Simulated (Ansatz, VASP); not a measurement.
**Two plane-wave programs on BeS**

```
Be S
1.0
     0.00000    2.35225    2.46137
     2.35225    0.00000    2.46137
     2.35225    2.35225    0.00000
Be S
1 1
Cartesian
  0.0000 0.0000 0.0000
  3.5284 3.5284 3.6921
```

Change from the starting cell: strain -0.030 along x and y, +0.015 along z, atoms carried along.

Alike in both runs: task single point; functional r2SCAN; k mesh 8 × 8 × 8; occupations gaussian, width 0.05 eV; no spin polarisation.

|  | VASP | Ansatz |
| --- | --- | --- |
| version | VASP 6.6.1 | Ansatz 0.2.0 |
| potentials or method | VASP PAW PBE potentials, release 64 (Be, S), cutoff 520 eV | scalar-relativistic, plane waves, PAW |
| valence electrons in the cell | 8 | 8 |

|  | VASP | Ansatz | Ansatz less VASP |
| --- | --- | --- | --- |
| gap on the k mesh at the Fermi level (eV) | 3.24 | 3.24 | -0.009 |
| least direct gap on the mesh (eV) | 6.13 | 6.10 | -0.033 |
| pressure (GPa) | 6.5 | 6.2 | -0.30 |
| traceless stress, the component that is largest in VASP (GPa) | -3.40 | -3.45 | -0.048 |

VASP's potentials were made for PBE, not for r2SCAN.
